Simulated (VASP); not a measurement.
# SnC2 (I4_1/amd) in VASP: notebook

Runs on SnC2. Level: PBE. Tasks: single point, relaxation of cell and atoms.

All numbers are computed with VASP 6.6.1; they aren't measurements. Logs are shortened: lines on timing, memory, paths and dates and some standing lists are left out, and cuts for length are marked.

### Step 1. The cell of the first run

The structure is tetragonal, space group I4_1/amd (No. 141). The conventional cell has a = 3.972 Å, b = 3.972 Å, c = 9.578 Å, α = 90.00°, β = 90.00°, γ = 90.00°. Within 2.7 Å of Sn (site symmetry -4m2) lie 6 C at 2.02 to 2.04 Å. Within 2.7 Å of C (site symmetry 2mm) lie 3 Sn at 2.02 to 2.04 Å and 2 C at 2.60 Å.

The cell was built from a structure type or drawn by symmetry, and may not be a known phase.

### Step 2. Single point, PBE

Input file INCAR:

```
PREC = Accurate
ENCUT = 520
EDIFF = 1E-6
ISMEAR = 0
SIGMA = 0.1
LREAL = False
LASPH = True
NELM = 100
ALGO = Normal
ISIF = 2
LWAVE = False
LCHARG = True
GGA = PE
LELF = True
LVHAR = True
NBANDS = 31
```

Input file KPOINTS:

```
Automatic mesh
0
Gamma
  6 6 6
```

Input file POSCAR:

```
SnC2
1.0
   -1.9857934500      1.9857934500      4.7888166200
    1.9857934500     -1.9857934500      4.7888166200
    1.9857934500      1.9857934500     -4.7888166200
Sn C
2 4
Direct
    0.0000000000      0.0000000000      0.0000000000
    0.7500000000      0.2500000000      0.5000000000
    0.7872112300      0.7872112300      0.0000000000
    0.5372112300      0.0372112300      0.5000000000
    0.9627887700      0.4627887700      0.5000000000
    0.2127887700      0.2127887700      0.0000000000
```

Potentials or basis: VASP PAW PBE potentials, release 64 (Sn_d, C).

On the command line:

```bash
$ cat potpaw_PBE.64/Sn_d/POTCAR potpaw_PBE.64/C/POTCAR > POTCAR
$ mpirun -np 1 vasp_std > vasp.out
```

OUTCAR:

```text
PREC = Accurate
   ENCUT = 520
   EDIFF = 1E-6
   ISMEAR = 0
   LREAL = False
   LASPH = True
   NELM = 100
   ISIF = 2
   GGA = PE

 ion  position               nearest neighbor table
   1  0.000  0.000  0.000-   4 2.02   5 2.02   4 2.02   5 2.02   3 2.04   6 2.04   2 3.11   2 3.11
                             2 3.11   2 3.11
   2  0.750  0.250  0.500-   3 2.02   6 2.02   3 2.02   6 2.02   5 2.04   4 2.04   1 3.11   1 3.11
                             1 3.11   1 3.11
   3  0.787  0.787  0.000-   2 2.02   2 2.02   1 2.04
   4  0.537  0.037  0.500-   1 2.02   1 2.02   2 2.04
   5  0.963  0.463  0.500-   1 2.02   1 2.02   2 2.04
   6  0.213  0.213  0.000-   2 2.02   2 2.02   1 2.04

  LATTYP: Found a body centered tetragonal cell.
 ALAT       =     3.9715869000
 C/A-ratio  =     2.4115381285

  Lattice vectors:

 A1 = (  -1.9857934500,   1.9857934500,   4.7888166200)
 A2 = (   1.9857934500,  -1.9857934500,   4.7888166200)
 A3 = (   1.9857934500,   1.9857934500,  -4.7888166200)

Analysis of symmetry for initial positions (statically):
=====================================================================
 Subroutine PRICEL returns:
 Original cell was already a primitive cell.

 Routine SETGRP: Setting up the symmetry group for a
 body centered tetragonal supercell.

 Subroutine GETGRP returns: Found 16 space group operations
 (whereof  8 operations were pure point group operations)
 out of a pool of 16 trial point group operations.

The static configuration has the point symmetry D_2d.
 The point group associated with its full space group is D_4h.

Analysis of symmetry for dynamics (positions and initial velocities):
=====================================================================
 Subroutine PRICEL returns:
 Original cell was already a primitive cell.

 Routine SETGRP: Setting up the symmetry group for a
 body centered tetragonal supercell.

 Subroutine GETGRP returns: Found 16 space group operations
 (whereof  8 operations were pure point group operations)
 out of a pool of 16 trial point group operations.

The dynamic configuration has the point symmetry D_2d.
 The point group associated with its full space group is D_4h.

 Subroutine INISYM returns: Found 16 space group operations
 (whereof  8 operations are pure point group operations),
 and found     1 'primitive' translations

----------------------------------------------------------------------------------------

[... 103 lines left out ...]
   NSW    =      0    number of steps for IOM
   IBRION =     -1    ionic relax: 0-MD 1-quasi-New 2-CG
   NFREE  =      0    steps in history (QN), initial steepest desc. (CG)
   ISIF   =      2    stress and relaxation
   ISYM   =      2    0-nonsym 1-usesym 2-fastsym
   POTIM  = 0.5000    time-step for ionic-motion
   TEBEG  =    0.0;   TEEND  =   0.0 temperature during run
   PSTRESS=    0.0 pullay stress
   NELECT =      44.0000    total number of electrons
   NUPDOWN=      -1.0000    fix difference up-down
   EMIN   =  10.00;   EMAX   =-10.00  energy-range for DOS
   EFERMI =   0.00;   METHOD = LEGACY
   ISMEAR =     0;   SIGMA  =   0.10  broadening in eV -4-tet -1-fermi 0-gaus
   EFERMI_NEDOS =   21; number of points for ismear=-14 and -15
   IALGO  =     38    algorithm
   IMIX   =      4    mixing-type and parameters
     AMIX     =   0.40;   BMIX     =  1.00
     AMIX_MAG =   1.60;   BMIX_MAG =  1.00
  volume/ion in A,a.u.               =      12.59        84.96
  Fermi-wavevector in a.u.,A,eV,Ry     =   1.367226  2.583682 25.433461  1.869307
  Thomas-Fermi vector in A             =   2.493297
   LORBIT       =      0    0 simple, 1 ext, 2 COOP (PROOUT), +10 PAW based schemes
   GGA     = PE    functional components
   LHFCALC =     F    Hartree Fock is set to
   AEXX    =    0.0000 exact exchange contribution
   IVDW    =     0    specifies the selected vdW correction
   LEPSILON=     F    determine dielectric tensor
   LRPA    =     F    only Hartree local field effects (RPA)
 non-spin polarized calculation
 Gauss-broadening in eV      SIGMA  =   0.10
  energy-cutoff  :      520.00
  volume of cell :       75.54
 maximum number of plane-waves:      2062
 NGX is ok and might be reduce to    42
   NGX = 21   NGY = 21   NGZ = 21

 number of electron      44.0000001 magnetization

 Free energy of the ion-electron system (eV)
  ---------------------------------------------------
  ext. energy  EPLUGINS =         0.00000000
  ---------------------------------------------------
  free energy    TOTEN  =       -23.43193788 eV

  energy without entropy =      -23.40895317  energy(sigma->0) =      -23.42044552

 E-fermi :   7.5191     XC(G=0): -11.1334

 val. band max:        7.4911231980   @ k =   0.5000   0.5000   0.5000
 cond. band min:       7.5391260008   @ k =  -0.1667   0.1667   0.1667
 fundamental gap:      0.0480028028
 Fermi energy:         7.5191402696

 k-point     1 :       0.0000    0.0000    0.0000
  band No.  band energies     occupation
      1     -13.8622      2.00000
      2     -13.7967      2.00000
      3     -13.7189      2.00000
      4     -13.5706      2.00000
      5     -13.4254      2.00000
      6     -13.4254      2.00000
[... 805 lines left out ...]
     30      17.7692      0.00000
     31      17.8364      0.00000

 [... further k-points ...]

------------------------ aborting loop because EDIFF is reached ----------------------------------------

  FORCE on cell =-STRESS in cart. coord.  units (eV):
  Direction    XX          YY          ZZ          XY          YZ          ZX
  --------------------------------------------------------------------------------------
  -------------------------------------------------------------------------------------
  Total       27.0922106     27.0922106     30.3175344      0.0000000      0.0000000      0.0000000
  in kB      574.6437398    574.6437398    643.0549953      0.0000000      0.0000000      0.0000000
  external PRESSURE =     597.4474916 kB  Pullay stress =       0.0000000 kB

 VOLUME and BASIS-vectors are now :
 -----------------------------------------------------------------------------
  energy-cutoff  :      520.00
  volume of cell :       75.54
      direct lattice vectors                 reciprocal lattice vectors
    -1.985793450  1.985793450  4.788816620     0.000000000  0.251788523  0.104409928
     1.985793450 -1.985793450  4.788816620     0.251788523  0.000000000  0.104409928
     1.985793450  1.985793450 -4.788816620     0.251788523  0.251788523  0.000000000

 POSITION                                       TOTAL-FORCE (eV/Angst)
 -----------------------------------------------------------------------------------
      0.00000      0.00000      0.00000         0.000000      0.000000     -0.000000
      0.00000      1.98579      2.39441         0.000000      0.000000      0.000000
      0.00000      0.00000      7.53962        -0.000000      0.000000     -1.617206
     -0.00000      1.98579      0.35640         0.000000     -0.000000     -1.617206
      0.00000      1.98579      4.43242         0.000000     -0.000000      1.617206
      0.00000      0.00000      2.03801        -0.000000      0.000000      1.617206
 -----------------------------------------------------------------------------------
    total drift:                                0.000000     -0.000000     -0.000000

  FREE ENERGIE OF THE ION-ELECTRON SYSTEM (eV)
  ---------------------------------------------------
  free  energy   TOTEN  =       -23.4319378758 eV

  energy  without entropy=      -23.4089531662  energy(sigma->0) =      -23.42044552
```

It took 3.4 min on 1 thread of Intel Xeon 8259CL, shared host; peak memory 0.28 GiB.

What came out:

* Free energy: -23.4319 eV
* Pressure: 59.7 GPa
* Largest force: 1.617 eV/Å
* Band gap on the k mesh: zero (bands 22 and 23 overlap by 1.24 eV)

Forces on the atoms (eV/Å):
```
Sn   0.000  0.000  0.000
Sn   0.000  0.000  0.000
C    0.000  0.000 -1.617
C    0.000  0.000 -1.617
C    0.000  0.000  1.617
C    0.000  0.000  1.617
```

Stress tensor (GPa, compression positive):
```
57.46  0.00  0.00
 0.00 57.46  0.00
 0.00  0.00 64.31
```

Caveat: the cell stands under pressure; spin-orbit coupling is left out, which moves the levels of the heavy elements; forces of over 1 eV/Å act on the atoms, so gaps and moduli don't describe the material at rest.

### Step 3. Single point, PBE

This run uses another cell than the first one, of 18.02 Å³/atom.

Edit INCAR of step 2 so:

```diff
@@ -7,3 +7,3 @@
 LASPH = True
-NELM = 100
+NELM = 60
 ALGO = Normal
```

KPOINTS is that of step 2.

Input file POSCAR:

```
SnC2
1.0
   -2.1016067954      2.1016067954      6.1192996608
    2.1016067954     -2.1016067954      6.1192996608
    2.1016067954      2.1016067954     -6.1192996608
Sn C
2 4
Direct
    0.0000000000      0.0000000000      0.0000000000
    0.7500000000      0.2500000000      0.5000000000
    0.8236259589      0.8236259589      0.0000000000
    0.5736259589      0.0736259589      0.5000000000
    0.9263740411      0.4263740411      0.5000000000
    0.1763740411      0.1763740411      0.0000000000
```

Potentials or basis: VASP PAW PBE potentials, release 64 (Sn_d, C).

On the command line:

```bash
$ cat potpaw_PBE.64/Sn_d/POTCAR potpaw_PBE.64/C/POTCAR > POTCAR
$ mpirun -np 1 vasp_std > vasp.out
```

Wall time 6.8 min (1 thread of Intel Xeon 8259CL, shared host); peak memory 0.43 GiB.

It converged, with:

```
Free energy            : -27.7477 eV
Pressure               : -0.1 GPa
Largest force          : 0.019 eV/Å
Band gap on the k mesh : zero (bands 22 and 23 overlap by 0.83 eV)
```

Forces on the atoms (eV/Å):
```
Sn   0.000  0.000  0.000
Sn   0.000  0.000  0.000
C    0.000  0.000 -0.019
C    0.000  0.000 -0.019
C    0.000  0.000  0.019
C    0.000  0.000  0.019
```

Stress tensor (GPa, compression positive):
```
-0.26  0.00  0.00
 0.00 -0.26  0.00
 0.00  0.00  0.30
```

Levels at points of the mesh, in eV from the Fermi level:
| k point | band 19 | band 20 | band 21 | band 22 | band 23 | band 24 | band 25 | band 26 |
| --- | --- | --- | --- | --- | --- | --- | --- | --- |
| (0.00, 0.00, 0.00) | -2.45 | -1.74 | -1.29 | -0.67 | 0.91 | 0.91 | 1.08 | 1.08 |
| (0.50, 0.00, 0.00) | -1.43 | -1.05 | -0.94 | -0.11 | 0.30 | 0.38 | 0.95 | 1.52 |
| (0.50, 0.50, 0.00) | -1.69 | -1.69 | -0.12 | -0.12 | 0.77 | 0.77 | 1.38 | 1.38 |
| (0.50, 0.50, 0.50) | -0.98 | -0.98 | -0.89 | -0.89 | -0.76 | -0.76 | 1.30 | 1.30 |

Caveat: spin-orbit coupling is left out, which moves the levels of the heavy elements.

### Step 4. Relaxation of cell and atoms, PBE

Input file INCAR:

```
PREC = Accurate
ENCUT = 600
EDIFF = 1E-6
ISMEAR = 0
SIGMA = 0.1
LREAL = F
LASPH = T
NELM = 80
ALGO = Normal
ISIF = 3
LWAVE = F
LCHARG = F
GGA = PE
IBRION = 2
NSW = 90
EDIFFG = -0.04
```

KPOINTS is that of step 3.

Input file POSCAR:

```
SnC2
1.0
   -1.9857934500      1.9857934500      4.7888166200
    1.9857934500     -1.9857934500      4.7888166200
    1.9857934500      1.9857934500     -4.7888166200
Sn C
2 4
Direct
    0.0000000000      0.0000000000      0.0000000000
    0.7500000000      0.2500000000      0.5000000000
    0.7872112300      0.7872112300      0.0000000000
    0.5372112300      0.0372112300      0.5000000000
    0.9627887700      0.4627887700      0.5000000000
    0.2127887700      0.2127887700      0.0000000000
```

On the command line:

```bash
$ cat potpaw_PBE.64/Sn_d/POTCAR potpaw_PBE.64/C/POTCAR > POTCAR
$ mpirun -np 1 vasp_std > vasp.out
```

Wall time 50 min (1 thread of Intel Xeon 8259CL, shared host); peak memory 0.38 GiB.

The run converged. Its results:

| Quantity | Value |
| --- | --- |
| Free energy | -27.7127 eV |
| Relaxed volume | 17.89 Å³/atom |
| Relaxed cell | a = 6.787 Å, b = 6.787 Å, c = 6.787 Å, α = 144.01°, β = 144.01°, γ = 51.81° |
| Space group after relaxing (to 0.1 Å) | I4_1/amd (No. 141) |
| Energy gained by relaxing | 713.0 meV/atom |
| Ionic steps | 24 |
| Pressure after relaxing | 0.1 GPa |
| Largest force after relaxing | 0.019 eV/Å |
| Band gap on the k mesh | zero (bands 22 and 23 overlap by 0.92 eV) |

Forces on the atoms (eV/Å):
```
Sn   0.000  0.000  0.000
Sn   0.000  0.000  0.000
C    0.000  0.000  0.019
C    0.000  0.000  0.019
C    0.000  0.000 -0.019
C    0.000  0.000 -0.019
```

Stress tensor (GPa, compression positive):
```
 0.20  0.00  0.00
 0.00  0.20  0.00
 0.00  0.00 -0.19
```

The path:
```
step  energy change (eV)  largest force (eV/Å)  pressure (GPa)  volume (Å³)
   1              0.0000                1.6159           59.65        75.54
   2             -1.7986                0.9812          -13.67       139.21
   3             -3.9850                0.5022           -0.53       103.91
   4             -3.9881                0.4768            0.10       103.22
   5             -3.9886                0.4537            0.67       102.61
   6             -4.0429                0.2584            0.33       103.52
   7             -4.0481                0.1596            0.29       103.90
   8             -4.0586                0.1628            0.00       104.50
   9             -4.0817                0.1684           -0.96       106.30
  10             -4.0907                0.1726           -2.80       109.93
  11             -4.0934                0.1674           -2.15       108.63
  12             -4.0980                0.1593           -2.07       108.58
  13             -4.1106                0.1381           -1.76       108.42
  14             -4.1321                0.1125           -1.19       108.09
  15             -4.1688                0.1184           -0.19       107.38
  16             -4.2310                0.0892            1.74       105.81
  17             -4.1324                0.4845            5.55       102.10
  18             -4.2391                0.1692            3.27       104.56
  19             -4.2472                0.1690            2.94       104.77
  20             -4.2575                0.1709            2.04       105.36
  21             -4.2635                0.1398            1.73       105.67
  22             -4.2754                0.0493            0.75       106.61
  23             -4.2716                0.1185           -0.95       108.49
  24             -4.2782                0.0190            0.07       107.36
```

Final structure:
```
CELL_PARAMETERS angstrom
-2.09667 2.09667 6.10534
2.09667 -2.09667 6.10534
2.09667 2.09667 -6.10534
ATOMIC_POSITIONS crystal
Sn 0.00000 0.00000 0.00000
Sn 0.75000 0.25000 0.50000
C 0.82271 0.82271 0.00000
C 0.57271 0.07271 0.50000
C 0.92729 0.42729 0.50000
C 0.17729 0.17729 0.00000
```

Levels at points of the mesh, in eV from the Fermi level:
| k point | band 19 | band 20 | band 21 | band 22 | band 23 | band 24 | band 25 | band 26 |
| --- | --- | --- | --- | --- | --- | --- | --- | --- |
| (0.00, 0.00, 0.00) | -2.48 | -1.77 | -1.20 | -0.69 | 0.87 | 0.87 | 1.06 | 1.06 |
| (0.50, 0.00, 0.00) | -1.41 | -1.09 | -0.95 | -0.11 | 0.27 | 0.35 | 0.95 | 1.52 |
| (0.50, 0.50, 0.00) | -1.71 | -1.71 | -0.09 | -0.09 | 0.74 | 0.74 | 1.38 | 1.38 |
| (0.50, 0.50, 0.50) | -0.95 | -0.95 | -0.90 | -0.90 | -0.84 | -0.84 | 1.29 | 1.29 |

Caveat: the volume moved by over 15 % at a fixed basis, so the end points are rough; spin-orbit coupling is left out, which moves the levels of the heavy elements.

### Step 5. Summary

```csv
task,cell,cutoff (eV),gap on the mesh (eV),pressure (GPa),largest force (eV/Å)
single point,"a = 5.552 Å, angles 138.1, 138.1, 60.8°, 6 atoms, atomic positions A",520,none,59.7,1.62
single point,"a = 6.803 Å, angles 144.0, 144.0, 51.8°, 6 atoms, atomic positions B",520,none,-0.1,0.02
relaxation of cell and atoms,"relaxed from a = 5.552 Å, angles 138.1, 138.1, 60.8°, 6 atoms, atomic positions A",600,none,0.1,0.02
```

Alike in all rows: level PBE; potentials or basis VASP PAW PBE potentials, release 64 (Sn_d, C); no spin polarisation; k mesh 6 × 6 × 6; smearing gaussian 0.1 eV.

Caveats: spin-orbit coupling is left out, which moves the levels of the heavy elements; the cell stands under pressure (at least some runs); forces of over 1 eV/Å act on the atoms, so gaps and moduli don't describe the material at rest (at least some runs); the volume moved by over 15 % at a fixed basis, so the end points are rough (at least some runs).

Total energies depend on the potentials used, so only differences within one code and one set of settings carry meaning.
